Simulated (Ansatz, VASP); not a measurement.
One calculation of BaF2, two programs

```
Ba F
1.0
     0.00000    3.12171    3.12171
     3.12171    0.00000    3.12171
     3.12171    3.12171    0.00000
Ba F
1 2
Direct
  0.00000 0.00000 0.00000
  0.25000 0.25000 0.25000
  0.75000 0.75000 0.75000
```

Alike in both runs: functional PBE; k mesh 6 × 6 × 6; occupations gaussian, width 0.02 eV; no spin polarisation.

Ansatz relaxed the structure, and its values are those at the end. VASP's run is a single point on that final structure, the one shown.

```csv
,VASP,Ansatz
version,VASP 6.6.1,Ansatz 0.2.0
potentials or method,"VASP PAW PBE potentials, release 64 (Ba_sv, F), cutoff 600 eV","scalar-relativistic, plane waves, PAW"
valence electrons in the cell,24,24
```

```csv
,VASP,Ansatz,Ansatz less VASP
gap on the k mesh at the Fermi level (eV),6.68,6.75,+0.071
least direct gap on the mesh (eV),6.74,6.82,+0.081
pressure (GPa),1.0,0.1,-0.91
```

With one functional, cell and mesh, what is left measures potentials, basis and numerics.

Spin-orbit coupling is off throughout.
